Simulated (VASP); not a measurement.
## Cd: single point with BLYP

Cd:

```xyz
4
Lattice="3.3401 0.0000 0.0000 -1.6701 2.8927 0.0000 0.0000 0.0000 10.9558" Properties=species:S:1:pos:R:3 pbc="T T T"
Cd   -1.6701    2.8927   10.9558
Cd    0.0000    0.0000    5.4779
Cd    0.0000    1.9284    2.7389
Cd    1.6701    0.9642    8.2168
```

- Program: VASP 6.6.1
- Task: single point
- Functional: BLYP
- Potentials or basis: VASP PAW PBE potentials, release 64 (Cd)
- Cutoff: 520 eV
- k mesh: 14 × 14 × 4
- Occupations: fermi-dirac, width 0.1 eV
- Spin: no spin polarisation
- Dipole correction: no
- Further INCAR settings: ALGO = Normal; EDIFF = 1e-06; NBANDS = 32

```yaml
Pressure: 0.2 GPa
Band_gap_on_the_k_mesh: zero (bands 24 and 25 overlap by 2.14 eV)
```

Stress tensor (GPa, compression positive):
```
0.21 0.00 0.00
0.00 0.21 0.00
0.00 0.00 0.31
```

Levels at points of the mesh, in eV from the Fermi level:
```tsv
k point	band 22	band 23	band 24	band 25	band 26	band 27
(0.00, 0.00, 0.00)	-5.99	-5.98	-1.69	-1.47	5.40	5.41
(0.50, 0.00, 0.00)	-2.14	-1.06	-0.86	-0.83	-0.52	2.61
(0.00, 0.00, 0.50)	-7.08	-4.14	-4.14	1.63	1.63	9.61
(0.50, 0.00, 0.50)	-2.00	-1.73	-1.73	0.62	0.62	1.18
```

Run time: 3.9 min on 1 thread of Intel(R) Xeon(R) Platinum 8259CL CPU @ 2.50GHz (Skylake/Cascade Lake) (shared host), peak memory 0.35 GiB.

Caveat: the PAW data sets were made with another functional, which shifts forces and pressure a little.
